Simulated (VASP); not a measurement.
HfGe (zincblende type): single point with LDA

HfGe (zincblende type):

```
CELL_PARAMETERS angstrom
0.00000 2.19501 2.19501
2.19501 0.00000 2.19501
2.19501 2.19501 0.00000
ATOMIC_POSITIONS crystal
Hf 0.00000 0.00000 0.00000
Ge 0.25000 0.25000 0.25000
```

This cell differs from its parent crystal: volume scaled by 0.4.

```json
{
  "Program": "VASP 6.6.1",
  "Task": "single point",
  "Functional": "LDA",
  "Potentials or basis": "VASP PAW LDA potentials, release 64 (Hf_pv, Ge_d)",
  "Cutoff": "520 eV",
  "k mesh": "11 × 11 × 11",
  "Occupations": "fermi-dirac, width 0.05 eV",
  "Spin": "no spin polarisation"
}
```

| Item | Value |
| --- | --- |
| Pressure | 380.8 GPa |
| Band gap on the k mesh | zero (band 12 reaches 14.23 eV, above the bottom of band 13 at 10.66 eV) |

Levels at points of the mesh, in eV from the Fermi level:
| k point | band 10 | band 11 | band 12 | band 13 | band 14 | band 15 |
| --- | --- | --- | --- | --- | --- | --- |
| (0.00, 0.00, 0.00) | -4.34 | -4.34 | -4.34 | 1.98 | 1.98 | 8.49 |

Run time: 8.8 s on 1 thread of Intel(R) Xeon(R) Platinum 8559C (Emerald Rapids), on a shared host, peak memory 0.14 GiB.

Caveat: spin-orbit coupling is left out, which moves the levels of the heavy elements.
